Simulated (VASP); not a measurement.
Crystal: CsInH4.

```
Cs In H
1.0
     3.73940    0.00000    0.00000
     0.00000    3.73940    0.00000
     0.00000    0.00000    6.29789
Cs In H
1 1 4
Cartesian
  1.8697 1.8697 3.1489
  0.0000 0.0000 0.0000
  0.0000 0.0000 3.8029
  1.8697 1.8697 0.6625
  1.8697 1.8697 5.6354
  0.0000 0.0000 2.4950
```

The cell was built from a structure type or drawn by symmetry, and may not be a known phase.

| Quantity | Value |
| --- | --- |
| Program | VASP 6.6.1 |
| Task | relaxation of cell and atoms |
| Functional | PBE |
| Potentials or basis | VASP PAW PBE potentials, release 64 (Cs_sv, In_d, H) |
| Cutoff | 600 eV |
| k mesh | 6 × 6 × 4 |
| Occupations | gaussian, width 0.1 eV |
| Spin | no spin polarisation |

At the start: pressure 2.0 GPa; volume 14.68 Å³/atom.

Problem. How do energy, volume and symmetry change on relaxing?

Solution. Over 23 steps the energy falls by 388.9 meV/atom and the volume is 20.36 Å³/atom (+38.7 %); space group P4/mmm (No. 123, to 0.1 Å) before and after.

Step by step:
| step | energy change (eV) | largest force (eV/Å) | pressure (GPa) | volume (Å³) |
| --- | --- | --- | --- | --- |
| 1 | 0.0000 | 1.8793 | 2.04 | 88.06 |
| 2 | -0.7433 | 2.8610 | 1.25 | 90.43 |
| 3 | -0.7958 | 13.9418 | 9.00 | 97.28 |
| 4 | -1.2133 | 2.9510 | 1.38 | 92.00 |
| 5 | -1.9493 | 0.8475 | 3.22 | 94.67 |
| 6 | -1.9363 | 1.9570 | 4.59 | 95.60 |
| 7 | -1.9733 | 0.6424 | 3.75 | 95.06 |
| 8 | -2.1646 | 0.7228 | 2.79 | 103.33 |
| 9 | -2.1719 | 1.3905 | 2.69 | 105.68 |
| 10 | -2.2775 | 0.6083 | 1.11 | 112.01 |
| 11 | -2.3001 | 1.1010 | -0.24 | 119.21 |
| 12 | -2.3026 | 0.9492 | 0.04 | 117.54 |
| 13 | -2.3280 | 0.2328 | 0.02 | 120.37 |
| 14 | -2.3281 | 0.2443 | 0.02 | 120.49 |
| 15 | -2.3304 | 0.0930 | 0.10 | 120.83 |
| 16 | -2.3308 | 0.1309 | 0.14 | 121.03 |
| 17 | -2.3320 | 0.0913 | 0.05 | 121.45 |
| 18 | -2.3320 | 0.1055 | 0.04 | 121.47 |
| 19 | -2.3330 | 0.0881 | -0.02 | 121.78 |
| 20 | -2.3332 | 0.1043 | -0.08 | 122.07 |
| 21 | -2.3335 | 0.0996 | -0.01 | 122.22 |
| 22 | -2.3335 | 0.0603 | -0.03 | 122.18 |
| 23 | -2.3337 | 0.0298 | -0.01 | 122.17 |

Final structure:
```
Cs In H
1.0
     4.21198    0.00000    0.00000
     0.00000    4.21198    0.00000
     0.00000    0.00000    6.88649
Cs In H
1 1 4
Cartesian
  2.1060 2.1060 3.4432
  4.2120 0.0000 0.0000
  0.0000 0.0000 3.8471
  2.1060 2.1060 0.3860
  2.1060 2.1060 6.5005
  0.0000 0.0000 3.0394
```

Caveat: the volume moved by over 15 % at a fixed basis, so the end points are rough.
